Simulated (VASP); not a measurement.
The system is CoO.

```
CELL_PARAMETERS angstrom
3.26828 0.00000 0.00000
-1.63414 2.83042 0.00000
0.00000 0.00000 7.48748
ATOMIC_POSITIONS crystal
Co 0.71980 0.00000 0.66667
Co 0.00000 0.71980 0.33333
Co 0.28020 0.28020 0.00000
O 0.48890 0.00000 0.16667
O 0.00000 0.48890 0.83333
O 0.51110 0.51110 0.50000
```

- Program: VASP 6.6.1
- Task: relaxation of cell and atoms
- Functional: PBE
- Potentials or basis: VASP PAW PBE potentials, release 64 (Co, O)
- Cutoff: 600 eV
- k mesh: 6 × 6 × 2
- Occupations: gaussian, width 0.1 eV
- Spin: collinear spin, ferromagnetic start
- Starting moments: [2.54, 2.54, 2.54, 0.38, 0.38, 0.38] μB

At the start: pressure -5.1 GPa; volume 11.54 Å³/atom.

Task: Where does the relaxation end?

Result: Over 19 steps the energy falls by 173.4 meV/atom and the volume is 9.47 Å³/atom (-18.0 %); space group P3_221 (No. 154, to 0.1 Å) before, R-3m (No. 166, to 0.1 Å); moment 8.40 μB per cell.

Step by step:
```
step  energy change (eV)  largest force (eV/Å)  pressure (GPa)  volume (Å³)
   1              0.0000                0.4090           -5.11        69.26
   2             -0.1478                0.7860            0.07        65.63
   3             -0.2427                1.0884            2.61        61.70
   4             -0.0314                1.8712           22.73        54.23
   5             -0.2503                1.2765            6.24        60.02
   6             -0.3292                1.2122            6.29        59.35
   7             -0.5261                1.0362            7.07        57.34
   8             -0.6981                0.7054           13.05        53.24
   9             -0.8661                0.4104            2.35        55.63
  10             -0.8806                0.3155           -1.63        56.81
  11             -0.8809                0.3262           -1.13        56.66
  12             -0.9011                0.3086           -1.05        56.61
  13             -0.9524                0.2707           -0.63        56.48
  14             -1.0155                0.1745            0.90        56.16
  15             -0.9932                0.1177            4.85        55.35
  16             -1.0298                0.0611            2.75        55.83
  17             -1.0320                0.0124           -2.29        57.74
  18             -1.0392                0.0206            0.00        56.84
  19             -1.0403                0.0182            0.02        56.81
```

Final structure:
```xyz
6
Lattice="2.9327 0.0000 0.0000 -1.4664 2.5398 0.0000 0.0000 0.0000 7.6268" Properties=species:S:1:pos:R:3 pbc="T T T"
Co    1.9592    0.0000    5.0846
Co   -0.9796    1.6967    2.5423
Co    0.4868    0.8431    0.0000
O     0.4782    2.5398    1.2711
O     1.9605    1.6840    6.3557
O     0.4941    0.8558    3.8134
```

Caveat: the k points lie up to 0.41 Å⁻¹ apart in the final cell; the volume moved by over 15 % at a fixed basis, so the end points are rough.
